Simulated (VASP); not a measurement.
# Ni (Fm-3m) in VASP: notebook

Ni is run at these levels: PBE; tasks: single point.

All numbers are computed with VASP 6.6.1; they aren't measurements. Logs are shortened: lines on timing, memory, paths and dates and some standing lists are left out, and cuts for length are marked.

### 1 The cell of the first run

Symmetry: Fm-3m, No. 225, cubic system. Conventional cell: a = 3.516 Å, b = 3.516 Å, c = 3.516 Å, α = 90.00°, β = 90.00°, γ = 90.00°. Ni (site symmetry m-3m) has 12 Ni at 2.49 Å within 3.3 Å.

### 2 Single point, PBE

The input, INCAR:

```
SYSTEM = Ni
PREC = Accurate
ENCUT = 520
EDIFF = 1E-6
ISMEAR = -1
SIGMA = 0.1
LREAL = .False.
LASPH = .True.
NELM = 60
ALGO = Normal
ISIF = 2
LWAVE = .False.
LCHARG = .False.
GGA = PE
NBANDS = 17
```

The input, KPOINTS:

```
Automatic mesh
0
Gamma
  7 14 14
  0 0 0
```

The input, POSCAR:

```
Ni
1.0
    0.0000000000      3.5160000000      3.5160000000
    1.7580000000      0.0000000000      1.7580000000
    1.7580000000      1.7580000000      0.0000000000
Ni
2
Direct
    0.0000000000      0.0000000000      0.0000000000
    0.5000000000      0.0000000000      0.0000000000
```

Potentials or basis: VASP PAW PBE potentials, release 64 (Ni).

Run with:

```sh
$ cat potpaw_PBE.64/Ni/POTCAR > POTCAR
$ mpirun -np 1 vasp_std > vasp.out
```

OUTCAR:

```text
SYSTEM = Ni
   PREC = Accurate
   ENCUT = 520
   EDIFF = 1E-6
   ISMEAR = -1
   LREAL = .False.
   LASPH = .True.
   NELM = 60
   ISIF = 2
   GGA = PE

 ion  position               nearest neighbor table
   1  0.000  0.000  0.000-   2 2.49   2 2.49   2 2.49   2 2.49   2 2.49   2 2.49
   2  0.500  0.000  0.000-   1 2.49   1 2.49   1 2.49   1 2.49   1 2.49   1 2.49

  LATTYP: Found a trigonal (rhomboedric) cell.
 ALAT       =     4.3062029678
 COS(alpha) =     0.8333333333

  Lattice vectors:

 A1 = (   1.7580000000,  -1.7580000000,  -3.5160000000)
 A2 = (   3.5160000000,  -1.7580000000,  -1.7580000000)
 A3 = (   1.7580000000,  -3.5160000000,  -1.7580000000)

Analysis of symmetry for initial positions (statically):
=====================================================================
 Subroutine PRICEL returns following result:

  LATTYP: Found a face centered cubic cell.
 ALAT       =     3.5160000000

  Lattice vectors:

 A1 = (   0.0000000000,   1.7580000000,   1.7580000000)
 A2 = (   1.7580000000,   0.0000000000,   1.7580000000)
 A3 = (   1.7580000000,   1.7580000000,   0.0000000000)

   2 primitive cells build up your supercell.

 Routine SETGRP: Setting up the symmetry group for a
 trigonal (rhombohedral) supercell.

 Subroutine GETGRP returns: Found 12 space group operations
 (whereof 12 operations were pure point group operations)
 out of a pool of 12 trial point group operations.

The static configuration has the point symmetry D_3d.

Analysis of symmetry for dynamics (positions and initial velocities):
=====================================================================
 Subroutine PRICEL returns following result:

  LATTYP: Found a face centered cubic cell.
 ALAT       =     3.5160000000

  Lattice vectors:

 A1 = (   0.0000000000,   1.7580000000,   1.7580000000)
 A2 = (   1.7580000000,   0.0000000000,   1.7580000000)
 A3 = (   1.7580000000,   1.7580000000,   0.0000000000)

   2 primitive cells build up your supercell.

 Routine SETGRP: Setting up the symmetry group for a
 trigonal (rhombohedral) supercell.

 Subroutine GETGRP returns: Found 12 space group operations
 (whereof 12 operations were pure point group operations)
 out of a pool of 12 trial point group operations.

The dynamic configuration has the point symmetry D_3d.

 Subroutine INISYM returns: Found 12 space group operations
 (whereof 12 operations are pure point group operations),
 and found     2 'primitive' translations

----------------------------------------------------------------------------------------

                                     Primitive cell

  volume of cell :      10.8664

  direct lattice vectors                    reciprocal lattice vectors
     0.000000000  1.758000000  1.758000000    -0.284414107  0.284414107  0.284414107
     1.758000000  0.000000000  1.758000000     0.284414107 -0.284414107  0.284414107
     1.758000000  1.758000000  0.000000000     0.284414107  0.284414107 -0.284414107

  length of vectors
     2.486187443  2.486187443  2.486187443     0.492619684  0.492619684  0.492619684

  position of ions in fractional coordinates (direct lattice)
     0.000000000  0.000000000  0.000000000

  ion indices of the primitive-cell ions
   primitive index   ion index
                 1           1

----------------------------------------------------------------------------------------

 KPOINTS: Automatic mesh

Automatic generation of k-mesh.
 Grid dimensions read from file:
 generate k-points for:    7   14   14

 Generating k-lattice:

  Cartesian coordinates                     Fractional coordinates (reciprocal lattice)
    -0.020315293  0.020315293  0.020315293     0.142857143  0.000000000  0.000000000
     0.020315293 -0.020315293  0.020315293     0.000000000  0.071428571  0.000000000
     0.020315293  0.020315293 -0.020315293     0.000000000  0.000000000  0.071428571

  Length of vectors
     0.035187120  0.035187120  0.035187120

  Shift w.r.t. Gamma in fractional coordinates (k-lattice)
     0.000000000  0.000000000  0.000000000

 -----------------------------------------------------------------------------
|                                                                             |
|           W    W    AA    RRRRR   N    N  II  N    N   GGGG   !!!           |
|           W    W   A  A   R    R  NN   N  II  NN   N  G    G  !!!           |
|           W    W  A    A  R    R  N N  N  II  N N  N  G       !!!           |
|           W WW W  AAAAAA  RRRRR   N  N N  II  N  N N  G  GGG   !            |
|           WW  WW  A    A  R   R   N   NN  II  N   NN  G    G                |
|           W    W  A    A  R    R  N    N  II  N    N   GGGG   !!!           |
|                                                                             |
|     Your reciprocal lattice and k-lattice belong to different lattice       |
|     classes:                                                                |
|                                                                             |
|        The reciprocal lattice is rhombohedral (trigonal),                   |
|        whereas your k-lattice is body-centered cubic.                       |
|                                                                             |
|     Results are often still useful ...                                      |
|                                                                             |
 -----------------------------------------------------------------------------

 Subroutine IBZKPT returns following result:
 ===========================================

 Found    144 irreducible k-points:

 Following reciprocal coordinates:
            Coordinates               Weight
  0.000000  0.000000  0.000000      1.000000
  0.142857  0.000000  0.000000      2.000000
  0.285714  0.000000  0.000000      2.000000
  0.428571  0.000000  0.000000      2.000000
  0.000000  0.071429  0.000000      6.000000
  0.142857  0.071429  0.000000      6.000000
[... 16 lines left out ...]
 -0.428571  0.214286  0.000000      6.000000
 -0.285714  0.214286  0.000000      6.000000
 [... further k-points ...]
   k-points           NKPTS =    144   k-points in BZ     NKDIM =    144   number of bands    NBANDS=     17
   number of dos      NEDOS =    301   number of ions     NIONS =      2
   total plane-waves  NPLWV =  12960
   dimension x,y,z NGX =    40 NGY =   18 NGZ =   18
   dimension x,y,z NGXF=    80 NGYF=   36 NGZF=   36
   ions per type =               2
   NGX,Y,Z   is equivalent  to a cutoff of  13.37, 12.04, 12.04 a.u.
   NGXF,Y,Z  is equivalent  to a cutoff of  26.75, 24.07, 24.07 a.u.
 SYSTEM =  Ni
   PREC   = accura    normal or accurate (medium, high low for compatibility)
   ISTART =      0    job   : 0-new  1-cont  2-samecut
   ICHARG =      2    charge: 1-file 2-atom 10-const
   ISPIN  =      1    spin polarized calculation?
   LNONCOLLINEAR =      F non collinear calculations
   LSORBIT =      F    spin-orbit coupling
   LASPH  =      T    aspherical Exc in radial PAW
   ENCUT  =  520.0 eV  38.22 Ry    6.18 a.u.   9.25  4.62  4.62*2*pi/ulx,y,z
   NELM   =     60;   NELMIN=  2; NELMDL= -5     # of ELM steps
   EDIFF  = 0.1E-05   stopping-criterion for ELM
   LREAL  =      F    real-space projection
[... 7 lines left out ...]
   TEBEG  =    0.0;   TEEND  =   0.0 temperature during run
   PSTRESS=    0.0 pullay stress
   NELECT =      20.0000    total number of electrons
   NUPDOWN=      -1.0000    fix difference up-down
   EMIN   =  10.00;   EMAX   =-10.00  energy-range for DOS
   EFERMI =   0.00;   METHOD = LEGACY
   ISMEAR =    -1;   SIGMA  =   0.10  broadening in eV -4-tet -1-fermi 0-gaus
   EFERMI_NEDOS =   21; number of points for ismear=-14 and -15
   IALGO  =     38    algorithm
   IMIX   =      4    mixing-type and parameters
     AMIX     =   0.40;   BMIX     =  1.00
     AMIX_MAG =   1.60;   BMIX_MAG =  1.00
  volume/ion in A,a.u.               =      10.87        73.33
  Fermi-wavevector in a.u.,A,eV,Ry     =   1.592377  3.009157 34.499821  2.535665
  Thomas-Fermi vector in A             =   2.690772
   LORBIT       =      0    0 simple, 1 ext, 2 COOP (PROOUT), +10 PAW based schemes
   GGA     = PE    functional components
   LHFCALC =     F    Hartree Fock is set to
   AEXX    =    0.0000 exact exchange contribution
   IVDW    =     0    specifies the selected vdW correction
   LEPSILON=     F    determine dielectric tensor
   LRPA    =     F    only Hartree local field effects (RPA)
 non-spin polarized calculation
  energy-cutoff  :      520.00
  volume of cell :       21.73
 maximum number of plane-waves:       602
 NGX is ok and might be reduce to    40
   NGX = 19   NGY =  9   NGZ =  9

 number of electron      20.0000023 magnetization

 Free energy of the ion-electron system (eV)
  ---------------------------------------------------
  ext. energy  EPLUGINS =         0.00000000
  ---------------------------------------------------
  free energy    TOTEN  =       -10.93222841 eV

  energy without entropy =      -10.75419926  energy(sigma->0) =      -10.84321384

 E-fermi :   9.2181     XC(G=0): -13.2622

 val. band max:        9.2058895011   @ k =  -0.1429   0.4286   0.1429
 cond. band min:       9.2219050750   @ k =   0.1429   0.3571   0.0714
 fundamental gap:      0.0160155738
 Fermi energy:         9.2180981877

 k-point     1 :       0.0000    0.0000    0.0000
  band No.  band energies     occupation
      1       0.3574      2.00000
      2       4.7814      2.00000
      3       7.3017      2.00000
      4       7.3017      2.00000
      5       7.3494      2.00000
      6       7.3494      2.00000
[... 9 lines left out ...]
     16      34.1344      0.00000
     17      34.1345      0.00000

 k-point     2 :       0.1429    0.0000    0.0000
  band No.  band energies     occupation
      1       0.5571      2.00000
      2       4.6630      2.00000
      3       7.2950      2.00000
      4       7.3333      2.00000
      5       7.3333      2.00000
      6       7.3942      2.00000
[... 9 lines left out ...]
     16      34.1835      0.00000
     17      34.1837      0.00000

 k-point     3 :       0.2857    0.0000    0.0000
  band No.  band energies     occupation
      1       1.1420      2.00000
      2       4.1616      2.00000
      3       7.1567      2.00000
      4       7.4163      2.00000
      5       7.4173      2.00000
      6       7.4173      2.00000
[... 9 lines left out ...]
     16      33.9731      0.00000
     17      34.3495      0.00000

 k-point     4 :       0.4286    0.0000    0.0000
  band No.  band energies     occupation
      1       2.0596      2.00000
      2       3.1741      2.00000
      3       7.0022      2.00000
      4       7.0099      2.00000
      5       7.5168      2.00000
      6       7.5168      2.00000
[... 9 lines left out ...]
     16      33.4711      0.00000
     17      34.6642      0.00000

 k-point     5 :       0.0000    0.0714    0.0000
  band No.  band energies     occupation
      1       0.5571      2.00000
      2       4.8870      2.00000
      3       7.2069      2.00000
      4       7.2950      2.00000
      5       7.3826      2.00000
      6       7.3942      2.00000
[... 9 lines left out ...]
     16      32.6808      0.00000
     17      32.9817      0.00000

 k-point     6 :       0.1429    0.0714    0.0000
  band No.  band energies     occupation
      1       0.6234      2.00000
      2       4.8525      2.00000
      3       7.2308      2.00000
      4       7.2506      2.00000
      5       7.3837      2.00000
      6       7.4249      2.00000
[... 9 lines left out ...]
     16      32.8763      0.00000
     17      33.6001      0.00000
[... 281 lines left out ...]
 k-point    21 :       0.2857    0.2143    0.0000
  band No.  band energies     occupation
      1       2.0717      2.00000
      2       5.6014      2.00000
      3       6.6693      2.00000
      4       6.8010      2.00000
      5       7.0696      2.00000
      6       7.7112      2.00000
[... 9 lines left out ...]
     16      30.7424      0.00000
     17      31.3013      0.00000

 k-point    22 :       0.4286    0.2143    0.0000
  band No.  band energies     occupation
      1       2.5891      2.00000
      2       5.2322      2.00000
      3       6.5977      2.00000
      4       6.7197      2.00000
      5       6.9406      2.00000
      6       7.8545      2.00000
[... 9 lines left out ...]
     16      29.8911      0.00000
     17      30.6745      0.00000

 k-point    23 :      -0.4286    0.2143    0.0000
  band No.  band energies     occupation
      1       3.3730      2.00000
      2       4.3806      2.00000
      3       6.4103      2.00000
      4       6.6458      2.00000
      5       7.2010      2.00000
      6       7.6478      2.00000
[... 9 lines left out ...]
     16      28.8673      0.00000
     17      29.6896      0.00000

 k-point    24 :      -0.2857    0.2143    0.0000
  band No.  band energies     occupation
      1       3.3956      2.00000
      2       4.2795      2.00000
      3       6.2960      2.00000
      4       6.7532      2.00000
      5       7.4195      2.00000
      6       7.4251      2.00000
[... 9 lines left out ...]
     16      28.1387      0.00000
     17      28.2719      0.00000

 [... further k-points ...]

------------------------ aborting loop because EDIFF is reached ----------------------------------------

  FORCE on cell =-STRESS in cart. coord.  units (eV):
  Direction    XX          YY          ZZ          XY          YZ          ZX
  --------------------------------------------------------------------------------------
  -------------------------------------------------------------------------------------
  Total       -0.0278977     -0.0278977     -0.0278977      0.0000528     -0.0000528      0.0000528
  in kB       -2.0566573     -2.0566573     -2.0566573      0.0038934     -0.0038934      0.0038934
  external PRESSURE =      -2.0566573 kB  Pullay stress =       0.0000000 kB

 VOLUME and BASIS-vectors are now :
 -----------------------------------------------------------------------------
  energy-cutoff  :      520.00
  volume of cell :       21.73
      direct lattice vectors                 reciprocal lattice vectors
     0.000000000  3.516000000  3.516000000    -0.142207053  0.142207053  0.142207053
     1.758000000  0.000000000  1.758000000     0.284414107 -0.284414107  0.284414107
     1.758000000  1.758000000  0.000000000     0.284414107  0.284414107 -0.284414107

 POSITION                                       TOTAL-FORCE (eV/Angst)
 -----------------------------------------------------------------------------------
      0.00000      0.00000      0.00000        -0.000000      0.000000      0.000000
      0.00000      1.75800      1.75800         0.000000     -0.000000     -0.000000
 -----------------------------------------------------------------------------------
    total drift:                               -0.000000     -0.000000     -0.000000

  FREE ENERGIE OF THE ION-ELECTRON SYSTEM (eV)
  ---------------------------------------------------
  free  energy   TOTEN  =       -10.9322284093 eV

  energy  without entropy=      -10.7541992627  energy(sigma->0) =      -10.84321384
```

It took 61 s on 1 thread of Intel Xeon 8259CL, shared host; peak memory 0.17 GiB.

What came out:

```
Free energy            : -10.9322 eV
Pressure               : -0.2 GPa
Band gap on the k mesh : zero (bands 10 and 11 overlap by 0.80 eV)
```

Levels at points of the mesh, in eV from the Fermi level:
```tsv
k point	band 8	band 9	band 10	band 11	band 12	band 13
(0.00, 0.00, 0.00)	-0.77	-0.77	-0.15	-0.03	-0.03	6.06
(0.00, 0.50, 0.00)	-0.03	-0.03	0.15	0.15	2.61	6.06
```

Caveat: the run has no spin polarisation, though such a crystal can be magnetic.

[end of part 1 of 2]
